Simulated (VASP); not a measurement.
Input of a VASP 6.6.1 run:

The input INCAR:

```
SYSTEM = CdS
ALGO     = Normal         ! electronic algorithm
EDIFF    = 1E-6           ! SCF threshold, eV
ENCUT    = 500            ! plane-wave cutoff, eV
GGA      = LIBXC          ! functional
GGA_COMPAT= .False.      
ISIF     = 2              ! what is computed and relaxed
ISMEAR   = -5             ! smearing method
ISPIN    = 2              ! spin polarisation
LASPH    = .True.         ! aspherical terms in the spheres
LCHARG   = .False.        ! write CHGCAR
LIBXC1   = GGA_X_B88    
LIBXC2   = GGA_C_PBE    
LORBIT   = 11             ! projections on sites
LREAL    = .False.        ! projectors in reciprocal space
LWAVE    = .False.        ! write WAVECAR
MAGMOM   = 0.5 -0.25 0 0  ! initial moments
NBANDS   = 30             ! bands
NELM     = 200            ! most SCF steps
PREC     = Accurate       ! precision mode
SIGMA    = 0.05           ! smearing width, eV
```

The input KPOINTS:

```
k-points
0
Gamma
  7 7 4
  0 0 0
```

The input POSCAR:

```
CdS
1.0
    4.0652823512      0.0000000000      0.0000000000
   -2.0326411756      3.5206377897      0.0000000000
    0.0000000000      0.0000000000      6.5994716144
Cd S
2 2
Direct
    0.6666666667      0.3333333333      0.5000000000
    0.3333333333      0.6666666667      0.0000000000
    0.6666666667      0.3333333333      0.8750000000
    0.3333333333      0.6666666667      0.3750000000
```

Potentials or basis: VASP PAW PBE potentials, release 64 (Cd, S).

Command:

```bash
$ cat potpaw_PBE.64/Cd/POTCAR potpaw_PBE.64/S/POTCAR > POTCAR
$ mpirun -np 1 vasp_std > vasp.out
```

(1) What does it give for the largest force?

(2) What does it give for the band gap on the k mesh?

(3) Predict the net moment.

(4) What does it give for the pressure?

Results:

(1) 0.082 eV/Å.

(2) 1.35 eV.

(3) 0.00 μB per cell.

(4) 6.8 GPa.

Caveat: the cell stands under pressure; the PAW data sets were made with another functional, which shifts forces and pressure a little.
